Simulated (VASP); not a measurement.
# TePb (x) (Fm-3m) in VASP: single point with PBEsol

Aim: the single point of TePb (x) with PBEsol.

All numbers are computed with VASP 6.6.1; they aren't measurements. Logs are shortened: lines on timing, memory, paths and dates and some standing lists are left out, and cuts for length are marked.

## (1) The cell of the first run

It takes space group Fm-3m (No. 225, cubic). Conventional cell: a = 6.462 Å, b = 6.462 Å, c = 6.462 Å, α = 90.00°, β = 90.00°, γ = 90.00°. Within 4.3 Å of Pb (site symmetry m-3m) lie 6 Te at 3.23 Å. Within 4.3 Å of Te (site symmetry m-3m) lie 6 Pb at 3.23 Å.

## (2) Single point, PBEsol

INCAR

```
  PREC = Accurate
  ENCUT = 500
  EDIFF = 1E-6
  ISMEAR = 0
  SIGMA = 0.01
  LREAL = F
  LASPH = T
  NELM = 120
  ALGO = Normal
  ISIF = 2
  LWAVE = F
  LCHARG = F
  GGA = PS
  NBANDS = 17
  GGA_COMPAT = F
```

KPOINTS

```
regular mesh
0
Gamma
  6 6 6
```

POSCAR

```
TePb
1.0
    0.0000000000      3.2310000000      3.2310000000
    3.2310000000      0.0000000000      3.2310000000
    3.2310000000      3.2310000000      0.0000000000
Pb Te
1 1
Direct
    0.0000000000      0.0000000000      0.0000000000
    0.5000000000      0.5000000000      0.5000000000
```

Potentials or basis: VASP PAW PBE potentials, release 64 (Pb_d, Te).

Started as:

```console
> cat potpaw_PBE.64/Pb_d/POTCAR potpaw_PBE.64/Te/POTCAR > POTCAR
> mpirun -np 1 vasp_std > vasp.out
```

OUTCAR:

```text
PREC = Accurate
   ENCUT = 500
   EDIFF = 1E-6
   ISMEAR = 0
   LREAL = F
   LASPH = T
   NELM = 120
   ISIF = 2
   GGA = PS

 ion  position               nearest neighbor table
   1  0.000  0.000  0.000-   2 3.23   2 3.23   2 3.23   2 3.23   2 3.23   2 3.23
   2  0.500  0.500  0.500-   1 3.23   1 3.23   1 3.23   1 3.23   1 3.23   1 3.23

  LATTYP: Found a face centered cubic cell.
 ALAT       =     6.4620000000

  Lattice vectors:

 A1 = (   0.0000000000,   3.2310000000,   3.2310000000)
 A2 = (   3.2310000000,   0.0000000000,   3.2310000000)
 A3 = (   3.2310000000,   3.2310000000,   0.0000000000)

Analysis of symmetry for initial positions (statically):
=====================================================================
 Subroutine PRICEL returns:
 Original cell was already a primitive cell.

 Routine SETGRP: Setting up the symmetry group for a
 face centered cubic supercell.

 Subroutine GETGRP returns: Found 48 space group operations
 (whereof 48 operations were pure point group operations)
 out of a pool of 48 trial point group operations.

The static configuration has the point symmetry O_h .

Analysis of symmetry for dynamics (positions and initial velocities):
=====================================================================
 Subroutine PRICEL returns:
 Original cell was already a primitive cell.

 Routine SETGRP: Setting up the symmetry group for a
 face centered cubic supercell.

 Subroutine GETGRP returns: Found 48 space group operations
 (whereof 48 operations were pure point group operations)
 out of a pool of 48 trial point group operations.

The dynamic configuration has the point symmetry O_h .

 Subroutine INISYM returns: Found 48 space group operations
 (whereof 48 operations are pure point group operations),
 and found     1 'primitive' translations

----------------------------------------------------------------------------------------

                                     Primitive cell

  volume of cell :      67.4592

  direct lattice vectors                    reciprocal lattice vectors
     0.000000000  3.231000000  3.231000000    -0.154750851  0.154750851  0.154750851
     3.231000000  0.000000000  3.231000000     0.154750851 -0.154750851  0.154750851
[... 70 lines left out ...]
   ISPIN  =      1    spin polarized calculation?
   LNONCOLLINEAR =      F non collinear calculations
   LSORBIT =      F    spin-orbit coupling
   LASPH  =      T    aspherical Exc in radial PAW
   ENCUT  =  500.0 eV  36.75 Ry    6.06 a.u.   8.33  8.33  8.33*2*pi/ulx,y,z
   NELM   =    120;   NELMIN=  2; NELMDL= -5     # of ELM steps
   EDIFF  = 0.1E-05   stopping-criterion for ELM
   LREAL  =      F    real-space projection
   EDIFFG = 0.1E-04   stopping-criterion for IOM
   NSW    =      0    number of steps for IOM
   IBRION =     -1    ionic relax: 0-MD 1-quasi-New 2-CG
   NFREE  =      0    steps in history (QN), initial steepest desc. (CG)
   ISIF   =      2    stress and relaxation
   ISYM   =      2    0-nonsym 1-usesym 2-fastsym
   POTIM  = 0.5000    time-step for ionic-motion
   TEBEG  =    0.0;   TEEND  =   0.0 temperature during run
   PSTRESS=    0.0 pullay stress
   NELECT =      20.0000    total number of electrons
   NUPDOWN=      -1.0000    fix difference up-down
   EMIN   =  10.00;   EMAX   =-10.00  energy-range for DOS
   EFERMI =   0.00;   METHOD = LEGACY
   ISMEAR =     0;   SIGMA  =   0.01  broadening in eV -4-tet -1-fermi 0-gaus
   EFERMI_NEDOS =   21; number of points for ismear=-14 and -15
   IALGO  =     38    algorithm
   IMIX   =      4    mixing-type and parameters
     AMIX     =   0.40;   BMIX     =  1.00
     AMIX_MAG =   1.60;   BMIX_MAG =  1.00
  volume/ion in A,a.u.               =      33.73       227.62
  Fermi-wavevector in a.u.,A,eV,Ry     =   1.091619  2.062861 16.213147  1.191633
  Thomas-Fermi vector in A             =   2.227868
   LORBIT       =      0    0 simple, 1 ext, 2 COOP (PROOUT), +10 PAW based schemes
   GGA     = PS    functional components
   LHFCALC =     F    Hartree Fock is set to
   AEXX    =    0.0000 exact exchange contribution
   IVDW    =     0    specifies the selected vdW correction
   LEPSILON=     F    determine dielectric tensor
   LRPA    =     F    only Hartree local field effects (RPA)
 non-spin polarized calculation
 Gauss-broadening in eV      SIGMA  =   0.01
  energy-cutoff  :      500.00
  volume of cell :       67.46
 maximum number of plane-waves:      1736
 NGX is ok and might be reduce to    36
   NGX = 17   NGY = 17   NGZ = 17

 number of electron      20.0000003 magnetization

 Free energy of the ion-electron system (eV)
  ---------------------------------------------------
  ext. energy  EPLUGINS =         0.00000000
  ---------------------------------------------------
  free energy    TOTEN  =        -8.25939951 eV

  energy without entropy =       -8.25939951  energy(sigma->0) =       -8.25939951

 E-fermi :   5.5047     XC(G=0):  -9.4708

 val. band max:        5.4583838945   @ k =   0.5000   0.0000   0.0000
 cond. band min:       6.1269428145   @ k =   0.5000   0.0000   0.0000
 fundamental gap:      0.6685589200
 Fermi energy:         5.5047329429

 k-point     1 :       0.0000    0.0000    0.0000
  band No.  band energies     occupation
      1     -11.1695      2.00000
      2     -11.1695      2.00000
      3     -11.1586      2.00000
      4     -11.1586      2.00000
      5     -11.1586      2.00000
      6      -6.5739      2.00000
[... 297 lines left out ...]
      4     -11.1417      2.00000
      5     -11.1320      2.00000
      6      -4.7678      2.00000
[... 9 lines left out ...]
     16      16.1704      0.00000
     17      16.9691      0.00000

------------------------ aborting loop because EDIFF is reached ----------------------------------------

  FORCE on cell =-STRESS in cart. coord.  units (eV):
  Direction    XX          YY          ZZ          XY          YZ          ZX
  --------------------------------------------------------------------------------------
  -------------------------------------------------------------------------------------
  Total       -0.1766783     -0.1766783     -0.1766783      0.0000000      0.0000000     -0.0000000
  in kB       -4.1961674     -4.1961674     -4.1961674      0.0000000      0.0000000     -0.0000000
  external PRESSURE =      -4.1961674 kB  Pullay stress =       0.0000000 kB

 VOLUME and BASIS-vectors are now :
 -----------------------------------------------------------------------------
  energy-cutoff  :      500.00
  volume of cell :       67.46
      direct lattice vectors                 reciprocal lattice vectors
     0.000000000  3.231000000  3.231000000    -0.154750851  0.154750851  0.154750851
     3.231000000  0.000000000  3.231000000     0.154750851 -0.154750851  0.154750851
     3.231000000  3.231000000  0.000000000     0.154750851  0.154750851 -0.154750851

 POSITION                                       TOTAL-FORCE (eV/Angst)
 -----------------------------------------------------------------------------------
      0.00000      0.00000      0.00000        -0.000000      0.000000     -0.000000
      3.23100      3.23100      3.23100         0.000000      0.000000      0.000000
 -----------------------------------------------------------------------------------
    total drift:                               -0.000000      0.000000      0.000000

  FREE ENERGIE OF THE ION-ELECTRON SYSTEM (eV)
  ---------------------------------------------------
  free  energy   TOTEN  =        -8.2593995120 eV

  energy  without entropy=       -8.2593995120  energy(sigma->0) =       -8.25939951
```

stdout:

```text
POSCAR found type information on POSCAR PbTe
 POSCAR found :  2 types and       2 ions
 scaLAPACK will be used
 -----------------------------------------------------------------------------
|                                                                             |
|                                                                             |
|     You enforced a specific xc type in the INCAR file but a different       |
|     I HOPE YOU KNOW WHAT YOU ARE DOING!                                     |
|                                                                             |
 -----------------------------------------------------------------------------

 LDA part: xc-table for (Slater+PW92), standard interpolation
 POSCAR, INCAR and KPOINTS ok, starting setup
 FFT: planning ... GRIDC
 FFT: planning ... GRID_SOFT
 FFT: planning ... GRID
 WAVECAR not read
 entering main loop
```

Run time: 20 s. Hardware: 1 thread of Intel Xeon Platinum 8488C (Sapphire Rapids), shared host; peak memory 0.2 GiB.

Results:

- Free energy: -8.2594 eV
- Pressure: -0.4 GPa
- Band gap on the k mesh: 0.67 eV, direct

Levels at points of the mesh, in eV from the valence-band top:
| k point | band 7 | band 8 | band 9 | band 10 | band 11 | band 12 | band 13 | band 14 |
| --- | --- | --- | --- | --- | --- | --- | --- | --- |
| (0.00, 0.00, 0.00) | -5.61 | -1.33 | -1.33 | -1.33 | 4.06 | 4.06 | 4.06 | 5.76 |
| (0.50, 0.00, 0.00) | -8.60 | -0.87 | -0.87 | 0.00 | 0.67 | 1.25 | 1.25 | 8.29 |
| (0.50, 0.50, 0.00) | -7.31 | -4.52 | -2.80 | -2.80 | 3.21 | 5.46 | 5.46 | 6.68 |

Caveat: the PAW data sets were made with another functional, which shifts forces and pressure a little; spin-orbit coupling is left out, which moves the levels of the heavy elements.
